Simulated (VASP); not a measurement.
BAs: single point with PBE

The system is BAs.

```xyz
2
Lattice="0.0000 2.4046 2.4046 2.4046 0.0000 2.4046 2.4046 2.4046 0.0000" Properties=species:S:1:pos:R:3 pbc="T T T"
B     0.0000    0.0000    0.0000
As    1.2023    1.2023    1.2023
```

```json
{
  "Program": "VASP 6.6.1",
  "Task": "single point",
  "Functional": "PBE",
  "Potentials or basis": "VASP PAW PBE potentials, release 64 (B, As)",
  "Cutoff": "520 eV",
  "k mesh": "8 × 8 × 8",
  "Occupations": "gaussian, width 0.01 eV",
  "Spin": "no spin polarisation"
}
```

```
Pressure               : 0.6 GPa
Band gap on the k mesh : 1.21 eV, indirect (least direct gap 3.25 eV)
```

Levels at points of the mesh, in eV from the valence-band top:
```
           k point  band 2  band 3  band 4  band 5  band 6  band 7
(0.00, 0.00, 0.00)    0.00    0.00    0.00    3.25    3.25    3.25
(0.50, 0.00, 0.00)   -8.64   -1.79   -1.79    2.57    4.76    4.76
(0.50, 0.50, 0.00)   -8.42   -4.00   -4.00    1.45    1.46   11.17
```

It took 16 s on 1 thread of Intel(R) Xeon(R) Platinum 8259CL CPU @ 2.50GHz (Skylake/Cascade Lake) (shared host), peak memory 0.15 GiB.

A k mesh can miss the band edges.
